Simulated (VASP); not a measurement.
# CsSnBr3: single point with r2SCAN

CsSnBr3:

```
Cs Sn Br
1.0
     5.84115    0.00000    0.00000
     0.00000    5.84115    0.00000
     0.00000    0.00000    5.84115
Cs Sn Br
1 1 3
Cartesian
  0.0000 0.0000 0.0000
  2.9206 2.9206 2.9206
  2.9206 2.9206 0.0000
  2.9206 0.0000 2.9206
  0.0000 2.9206 2.9206
```

```
Program                : VASP 6.6.1
Task                   : single point
Functional             : r2SCAN
Potentials or basis    : VASP PAW PBE potentials, release 64 (Cs_sv, Sn_d, Br)
Cutoff                 : 550 eV
k mesh                 : 4 × 4 × 4
Occupations            : gaussian, width 0.01 eV
Spin                   : no spin polarisation
Dipole correction      : no
Further INCAR settings : ALGO = Normal; EDIFF = 1e-06; NBANDS = 30
```

```yaml
Pressure: 0.0 GPa
Band_gap_on_the_k_mesh: 0.69 eV
```

Levels at points of the mesh, in eV from the valence-band top:
```tsv
k point	band 19	band 20	band 21	band 22	band 23	band 24	band 25	band 26
(0.00, 0.00, 0.00)	-3.29	-3.16	-3.16	-3.16	2.60	3.52	3.52	4.25
(0.50, 0.00, 0.00)	-3.42	-3.28	-3.28	-2.14	1.66	4.02	4.58	4.61
(0.50, 0.50, 0.00)	-3.54	-3.54	-2.80	-1.04	1.20	1.20	4.19	4.77
(0.50, 0.50, 0.50)	-2.79	-2.79	-2.79	0.00	0.69	0.69	0.69	4.16
```

Wall time 2.5 min on 1 thread of Intel(R) Xeon(R) Platinum 8559C (Emerald Rapids), with other jobs on the host, peak memory 0.39 GiB.

Caveat: the PAW data sets were made with another functional, which shifts forces and pressure a little; spin-orbit coupling is left out, which moves the levels of the heavy elements. A k mesh can miss the band edges.
